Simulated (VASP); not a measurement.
W3O: single point with PBE

System: W3O, a slab with vacuum.

```
W O
1.0
     2.75716    0.00000    0.00000
    -0.91905    2.59948    0.00000
     0.00000    0.00000   19.85622
W O
3 1
Direct
  0.50000 0.50000 0.20145
  0.00000 0.00000 0.31114
  0.50000 0.50000 0.42084
  0.50000 0.00000 0.49062
```

```yaml
Program: VASP 6.6.1
Task: single point
Functional: PBE
Potentials_or_basis: VASP PAW PBE potentials, release 64 (W_sv, O_h)
Cutoff: 1000 eV
k_mesh: 10 × 10 × 1
Occupations: gaussian, width 0.1 eV
Spin: no spin polarisation
```

```
Largest force          : 0.787 eV/Å
Band gap on the k mesh : zero (bands 24 and 25 overlap by 1.84 eV)
```

Forces on the atoms (eV/Å):
```
W    0.000  0.000 -0.049
W    0.000  0.000 -0.787
W    0.000  0.000  0.635
O    0.000  0.000  0.201
```

Levels at points of the mesh, in eV from the Fermi level:
| k point | band 21 | band 22 | band 23 | band 24 | band 25 | band 26 | band 27 | band 28 |
| --- | --- | --- | --- | --- | --- | --- | --- | --- |
| (0.00, 0.00, 0.00) | -1.67 | -1.40 | -1.21 | -0.37 | -0.30 | 0.34 | 1.31 | 1.99 |
| (0.50, 0.00, 0.00) | -2.21 | -1.52 | -0.47 | 0.70 | 2.15 | 2.22 | 2.27 | 2.99 |
| (0.00, 0.50, 0.00) | -1.90 | -1.62 | -0.59 | 0.81 | 1.57 | 1.71 | 2.22 | 2.64 |
| (0.50, 0.50, 0.00) | -2.10 | -1.90 | -0.25 | 1.24 | 1.31 | 2.27 | 2.98 | 4.16 |

It took 13 min on 1 thread of Intel(R) Xeon(R) 6975P-C (Granite Rapids), on a shared host, peak memory 0.74 GiB.

Caveat: spin-orbit coupling is left out, which moves the levels of the heavy elements.
